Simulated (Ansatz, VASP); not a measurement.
CdO: VASP beside Ansatz

Contents of INCAR:

```
SYSTEM = CdO
PREC = Accurate
ENCUT = 600
EDIFF = 1E-6
ISMEAR = 0
SIGMA = 0.05
LREAL = .FALSE.
LASPH = .TRUE.
NELM = 120
ALGO = Normal
ISIF = 2
LWAVE = .FALSE.
LCHARG = .TRUE.
GGA = PE
LELF = .TRUE.
LVHAR = .TRUE.
NBANDS = 16
GGA_COMPAT = .FALSE.
```

Contents of KPOINTS:

```
Automatic mesh
0
G
  6 6 6
  0 0 0
```

Contents of POSCAR:

```
CdO
1.0
    0.0000000000      2.3481500455      2.3481500455
    2.3481500455      0.0000000000      2.3481500455
    2.3481500455      2.3481500455      0.0000000000
Cd O
1 1
Direct
    0.0000000000      0.0000000000      0.0000000000
    0.5000000000      0.5000000000      0.5000000000
```

Input for Ansatz:

```yaml
crystal:
  lattice:
    - [0.0, 2.3481500455, 2.3481500455]
    - [2.3481500455, 0.0, 2.3481500455]
    - [2.3481500455, 2.3481500455, 0.0]
  atoms:
    - { symbol: Cd, position: [0.0, 0.0, 0.0] }
    - { symbol: O, position: [0.5, 0.5, 0.5] }
basis:
  ecutwfc: 420
  ecutrho_ratio: 4
kpoints:
  mp_grid: { grid: [6, 6, 6] }
hamiltonian:
  xc: pbe
scf:
  occupations: { method: gaussian, width: 0.05 }
output:
  forces: true
  stress: true
  eigenvalues: true
  populations: true
  write_density: true
  write_potential: true
  elf: true
  volumetric_format: npy
```

Alike in both runs: task single point; functional PBE; k mesh 6 × 6 × 6; occupations gaussian, width 0.05 eV; no spin polarisation.

|  | VASP | Ansatz |
| --- | --- | --- |
| version | VASP 6.6.1 | Ansatz 0.2.0 |
| potentials or method | VASP PAW PBE potentials, release 64 (Cd, O), cutoff 600 eV | scalar-relativistic, plane waves, PAW |
| valence electrons in the cell | 18 | 26 |

Ansatz gave:

```
gap on the k mesh at the Fermi level (eV) : none
pressure (GPa)                            : 6.4
```

What did VASP give for the same quantities?

gap on the k mesh at the Fermi level (eV): none; pressure (GPa): 7.7.

A gap of «none» marks a metal or a gap that the smearing closes. VASP's potentials hold 18 valence electrons a cell and Ansatz's 26, so a difference there can come from the potentials and not from the codes.

The k mesh is coarse, so the values compare programs but aren't converged.
